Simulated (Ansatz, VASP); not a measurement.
# Te2Mo in VASP and in Ansatz

```
Te Mo
1.0
     3.65365    0.00000    0.00000
    -1.82682    3.16415    0.00000
     0.00000    0.00000   14.51157
Te Mo
4 2
Direct
  0.33333 0.66667 0.62100
  0.66667 0.33333 0.12100
  0.33333 0.66667 0.87900
  0.66667 0.33333 0.37900
  0.33333 0.66667 0.25000
  0.66667 0.33333 0.75000
```

Alike in both runs: task single point; functional PBE; k mesh 8 × 8 × 2; occupations fermi-dirac, width 0.05 eV; no spin polarisation.

|  | VASP | Ansatz |
| --- | --- | --- |
| version | VASP 6.6.1 | Ansatz 0.2.0 |
| potentials or method | VASP PAW PBE potentials, release 64 (Te, Mo_sv), cutoff 520 eV | plane waves, PAW |
| valence electrons in the cell | 52 | 92 |

```csv
,VASP,Ansatz,Ansatz less VASP
pressure (GPa),-6.4,-6.5,-0.01
"traceless stress, the component that is largest in VASP (GPa)",-1.06,-1.10,-0.034
```

With one functional, cell and mesh, what is left measures potentials, basis and numerics. VASP's potentials hold 52 valence electrons a cell and Ansatz's 92, so a difference there can come from the potentials and not from the codes.

Neither program's run includes spin-orbit coupling.
